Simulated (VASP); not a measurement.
# Hf (Pm-3m) in VASP: a series of runs

The runs below take Hf through single point, with LDA.

Everything below comes from runs of VASP 6.6.1. Logs are shortened: lines on timing, memory, paths and dates and some standing lists are left out, and cuts for length are marked.

## 1. The cell of the first run

It takes space group Pm-3m (No. 221, cubic). The conventional cell has a = 2.823 Å, b = 2.823 Å, c = 2.823 Å, α = 90.00°, β = 90.00°, γ = 90.00°. Hf (site symmetry m-3m) has 6 Hf at 2.82 Å within 3.7 Å.

## 2. Single point, LDA

Input file INCAR:

```
SYSTEM = Hf
PREC = Accurate
ENCUT = 520
EDIFF = 1E-6
ISMEAR = -1
SIGMA = 0.05
LREAL = .False.
LASPH = .True.
NELM = 80
ALGO = Normal
ISIF = 2
LWAVE = .False.
LCHARG = .False.
GGA = CA
NBANDS = 11
```

Input file KPOINTS:

```
Automatic mesh
0
Gamma
  7 7 7
  0 0 0
```

Input file POSCAR:

```
Hf
1.0
    2.8232677204      0.0000000000      0.0000000000
    0.0000000000      2.8232677204      0.0000000000
    0.0000000000      0.0000000000      2.8232677204
Hf
1
Direct
    0.0000000000      0.0000000000      0.0000000000
```

Potentials or basis: VASP PAW LDA potentials, release 64 (Hf_pv).

Command:

```console
> cat potpaw_LDA.64/Hf_pv/POTCAR > POTCAR
> mpirun -np 1 vasp_std > vasp.out
```

OUTCAR:

```text
SYSTEM = Hf
   PREC = Accurate
   ENCUT = 520
   EDIFF = 1E-6
   ISMEAR = -1
   LREAL = .False.
   LASPH = .True.
   NELM = 80
   ISIF = 2
   GGA = CA

 ion  position               nearest neighbor table
   1  0.000  0.000  0.000-

  LATTYP: Found a simple cubic cell.
 ALAT       =     2.8232677204

  Lattice vectors:

 A1 = (   2.8232677204,   0.0000000000,   0.0000000000)
 A2 = (   0.0000000000,   2.8232677204,   0.0000000000)
 A3 = (   0.0000000000,   0.0000000000,   2.8232677204)

Analysis of symmetry for initial positions (statically):
=====================================================================
 Subroutine PRICEL returns:
 Original cell was already a primitive cell.

 Routine SETGRP: Setting up the symmetry group for a
 simple cubic supercell.

 Subroutine GETGRP returns: Found 48 space group operations
 (whereof 48 operations were pure point group operations)
 out of a pool of 48 trial point group operations.

The static configuration has the point symmetry O_h .

Analysis of symmetry for dynamics (positions and initial velocities):
=====================================================================
 Subroutine PRICEL returns:
 Original cell was already a primitive cell.

 Routine SETGRP: Setting up the symmetry group for a
 simple cubic supercell.

 Subroutine GETGRP returns: Found 48 space group operations
 (whereof 48 operations were pure point group operations)
 out of a pool of 48 trial point group operations.

The dynamic configuration has the point symmetry O_h .

 Subroutine INISYM returns: Found 48 space group operations
 (whereof 48 operations are pure point group operations),
 and found     1 'primitive' translations

----------------------------------------------------------------------------------------

                                     Primitive cell

  volume of cell :      22.5038

  direct lattice vectors                    reciprocal lattice vectors
     2.823267720  0.000000000  0.000000000     0.354199495  0.000000000  0.000000000
     0.000000000  2.823267720  0.000000000     0.000000000  0.354199495  0.000000000
     0.000000000  0.000000000  2.823267720     0.000000000  0.000000000  0.354199495

  length of vectors
     2.823267720  2.823267720  2.823267720     0.354199495  0.354199495  0.354199495

  position of ions in fractional coordinates (direct lattice)
     0.000000000  0.000000000  0.000000000

  ion indices of the primitive-cell ions
[... 75 lines left out ...]
   ISIF   =      2    stress and relaxation
   ISYM   =      2    0-nonsym 1-usesym 2-fastsym
   POTIM  = 0.5000    time-step for ionic-motion
   TEBEG  =    0.0;   TEEND  =   0.0 temperature during run
   PSTRESS=    0.0 pullay stress
   NELECT =      10.0000    total number of electrons
   NUPDOWN=      -1.0000    fix difference up-down
   EMIN   =  10.00;   EMAX   =-10.00  energy-range for DOS
   EFERMI =   0.00;   METHOD = LEGACY
   ISMEAR =    -1;   SIGMA  =   0.05  broadening in eV -4-tet -1-fermi 0-gaus
   EFERMI_NEDOS =   21; number of points for ismear=-14 and -15
   IALGO  =     38    algorithm
   IMIX   =      4    mixing-type and parameters
     AMIX     =   0.40;   BMIX     =  1.00
     AMIX_MAG =   1.60;   BMIX_MAG =  1.00
  volume/ion in A,a.u.               =      22.50       151.86
  Fermi-wavevector in a.u.,A,eV,Ry     =   1.249269  2.360777 21.234259  1.560674
  Thomas-Fermi vector in A             =   2.383318
   LORBIT       =      0    0 simple, 1 ext, 2 COOP (PROOUT), +10 PAW based schemes
   GGA     = CA    functional components
   LHFCALC =     F    Hartree Fock is set to
   AEXX    =    0.0000 exact exchange contribution
   IVDW    =     0    specifies the selected vdW correction
   LEPSILON=     F    determine dielectric tensor
   LRPA    =     F    only Hartree local field effects (RPA)
 non-spin polarized calculation
  energy-cutoff  :      520.00
  volume of cell :       22.50
 maximum number of plane-waves:       619
 NGX is ok and might be reduce to    24
   NGX = 11   NGY = 11   NGZ = 11

 number of electron      10.0000000 magnetization

 number of electron       9.9999999 magnetization

 Free energy of the ion-electron system (eV)
  ---------------------------------------------------
  ext. energy  EPLUGINS =         0.00000000
  ---------------------------------------------------
  free energy    TOTEN  =        -9.62995946 eV

  energy without entropy =       -9.60894530  energy(sigma->0) =       -9.61945238

 E-fermi :   4.1770     XC(G=0): -11.3431

 val. band max:        4.1765595504   @ k =   0.4286   0.2857   0.2857
 cond. band min:       4.2459652168   @ k =   0.4286   0.1429   0.0000
 fundamental gap:      0.0694056664
 Fermi energy:         4.1770351457

 k-point     1 :       0.0000    0.0000    0.0000
  band No.  band energies     occupation
      1     -25.2364      2.00000
      2     -25.2364      2.00000
      3     -25.2364      2.00000
      4      -2.3953      2.00000
      5       2.5924      2.00000
      6       2.5924      2.00000
      7      11.3499      0.00000
      8      11.3499      0.00000
      9      11.3499      0.00000
     10      16.6926      0.00000
     11      18.0724      0.00000
[... 253 lines left out ...]
 k-point    20 :       0.4286    0.4286    0.4286
  band No.  band energies     occupation
      1     -26.1159      2.00000
      2     -26.1067      2.00000
      3     -26.1067      2.00000
      4       2.6206      2.00000
      5       2.9927      2.00000
      6       2.9927      2.00000
      7      12.0962      0.00000
      8      12.0962      0.00000
      9      12.2160      0.00000
     10      13.6523      0.00000
     11      16.6932      0.00000

------------------------ aborting loop because EDIFF is reached ----------------------------------------

  FORCE on cell =-STRESS in cart. coord.  units (eV):
  Direction    XX          YY          ZZ          XY          YZ          ZX
  --------------------------------------------------------------------------------------
  -------------------------------------------------------------------------------------
  Total       -0.0114040     -0.0114040     -0.0114040     -0.0000000      0.0000000      0.0000000
  in kB       -0.8119155     -0.8119155     -0.8119155     -0.0000000      0.0000000      0.0000000
  external PRESSURE =      -0.8119155 kB  Pullay stress =       0.0000000 kB

 VOLUME and BASIS-vectors are now :
 -----------------------------------------------------------------------------
  energy-cutoff  :      520.00
  volume of cell :       22.50
      direct lattice vectors                 reciprocal lattice vectors
     2.823267720  0.000000000  0.000000000     0.354199495  0.000000000  0.000000000
     0.000000000  2.823267720  0.000000000     0.000000000  0.354199495  0.000000000
     0.000000000  0.000000000  2.823267720     0.000000000  0.000000000  0.354199495

 POSITION                                       TOTAL-FORCE (eV/Angst)
 -----------------------------------------------------------------------------------
      0.00000      0.00000      0.00000         0.000000      0.000000      0.000000
 -----------------------------------------------------------------------------------
    total drift:                                0.000000     -0.000000      0.000000

  FREE ENERGIE OF THE ION-ELECTRON SYSTEM (eV)
  ---------------------------------------------------
  free  energy   TOTEN  =        -9.6299594585 eV

  energy  without entropy=       -9.6089452971  energy(sigma->0) =       -9.61945238
```

OSZICAR:

```text
N       E                     dE             d eps       ncg     rms          rms(c)
DAV:   1     0.145957714603E+02    0.14596E+02   -0.58409E+03   440   0.834E+02
DAV:   2    -0.936259877468E+01   -0.23958E+02   -0.23081E+02   599   0.160E+02
DAV:   3    -0.988712337437E+01   -0.52452E+00   -0.52136E+00   515   0.157E+01
DAV:   4    -0.988983528608E+01   -0.27119E-02   -0.27093E-02   521   0.134E+00
DAV:   5    -0.988985520852E+01   -0.19922E-04   -0.19922E-04   546   0.101E-01    0.337E+01
DAV:   6    -0.968701568978E+01    0.20284E+00   -0.19943E-01   506   0.286E+00    0.198E+01
DAV:   7    -0.963514143257E+01    0.51874E-01   -0.26654E-01   524   0.304E+00    0.142E+00
DAV:   8    -0.963004128649E+01    0.51001E-02   -0.27100E-02   479   0.104E+00    0.441E-01
DAV:   9    -0.962995733914E+01    0.83947E-04   -0.56596E-04   497   0.173E-01    0.383E-02
DAV:  10    -0.962995984967E+01   -0.25105E-05   -0.13700E-05   535   0.273E-02    0.486E-02
DAV:  11    -0.962995945853E+01    0.39114E-06   -0.88802E-07   325   0.647E-03
   1 F= -.96299595E+01 E0= -.96194524E+01  d E =-.210142E-01
```

Run time: 6 s. Hardware: 1 thread of Intel Xeon 8259CL, shared host; peak memory 0.13 GiB.

What came out:

* Free energy: -9.6300 eV
* Pressure: -0.1 GPa
* Band gap on the k mesh: zero (band 5 reaches 5.01 eV, above the bottom of band 6 at 2.59 eV)

Levels at points of the mesh, in eV from the Fermi level:
| k point | band 2 | band 3 | band 4 | band 5 | band 6 | band 7 | band 8 | band 9 |
| --- | --- | --- | --- | --- | --- | --- | --- | --- |
| (0.00, 0.00, 0.00) | -29.41 | -29.41 | -6.57 | -1.58 | -1.58 | 7.17 | 7.17 | 7.17 |

Caveat: spin-orbit coupling is left out, which moves the levels of the heavy elements.

## 3. Single point, LDA

Input file INCAR:

```
  ALGO = Normal
  EDIFF = 1E-6
  ENCUT = 520
  GGA = CA
  ISIF = 2
  ISMEAR = -1
  LASPH = True
  LCHARG = True
  LELF = True
  LREAL = False
  LVHAR = True
  LWAVE = False
  NBANDS = 11
  NELM = 100
  PREC = Accurate
  SIGMA = 0.05
```

Input file KPOINTS:

```
k-points
0
Gamma
  7 7 7
```

POSCAR is that of step 2.

Potentials or basis: VASP PAW LDA potentials, release 64 (Hf_pv).

Command:

```console
> cat potpaw_LDA.64/Hf_pv/POTCAR > POTCAR
> mpirun -np 1 vasp_std > vasp.out
```

It took 10 s on 1 thread of Intel Xeon 8259CL, shared host; peak memory 0.13 GiB.

The run converged. Its results:

| Item | Value |
| --- | --- |
| Free energy | -9.6300 eV |
| Pressure | -0.1 GPa |
| Band gap on the k mesh | zero (band 5 reaches 5.01 eV, above the bottom of band 6 at 2.59 eV) |

Levels at points of the mesh, in eV from the Fermi level:
```csv
k point,band 3,band 4,band 5,band 6,band 7,band 8
"(0.00, 0.00, 0.00)",-29.41,-6.57,-1.58,-1.58,7.17,7.17
```

Caveat: spin-orbit coupling is left out, which moves the levels of the heavy elements.

## 4. Single point, LDA

This run uses another cell than the first one, of 22.28 Å³/atom, 0.990 times its volume.

Input file INCAR:

```
SYSTEM = Hf
ALGO     = Normal         ! electronic algorithm
EDIFF    = 1E-7           ! SCF threshold, eV
ENCUT    = 520            ! plane-wave cutoff, eV
GGA      = CA             ! functional
ISIF     = 2              ! what is computed and relaxed
ISMEAR   = -1             ! smearing method
LASPH    = .True.         ! aspherical terms in the spheres
LCHARG   = .False.        ! write CHGCAR
LREAL    = .False.        ! projectors in reciprocal space
LWAVE    = .False.        ! write WAVECAR
NBANDS   = 11             ! bands
NELM     = 60             ! most SCF steps
PREC     = Accurate       ! precision mode
SIGMA    = 0.05           ! smearing width, eV
```

Input file KPOINTS:

```
k-points
0
Gamma
  7 7 7
  0 0 0
```

Input file POSCAR:

```
Hf
1.0
    2.8138252829      0.0000000000      0.0000000000
    0.0000000000      2.8138252829      0.0000000000
    0.0000000000      0.0000000000      2.8138252829
Hf
1
Direct
    0.0000000000      0.0000000000      0.0000000000
```

Command:

```console
> cat potpaw_LDA.64/Hf_pv/POTCAR > POTCAR
> mpirun -np 1 vasp_std > vasp.out
```

It used 5.6 s of CPU time on 1 thread of Intel Xeon 8259CL (shared host).

It converged, with:

- Free energy: -9.6294 eV
- Pressure: 0.8 GPa
- Band gap on the k mesh: zero (band 5 reaches 5.07 eV, above the bottom of band 6 at 2.63 eV)

Levels at points of the mesh, in eV from the Fermi level:
```
           k point  band 3  band 4  band 5  band 6  band 7  band 8
(0.00, 0.00, 0.00)  -29.37   -6.59   -1.60   -1.60    7.26    7.26
```

Caveat: spin-orbit coupling is left out, which moves the levels of the heavy elements.
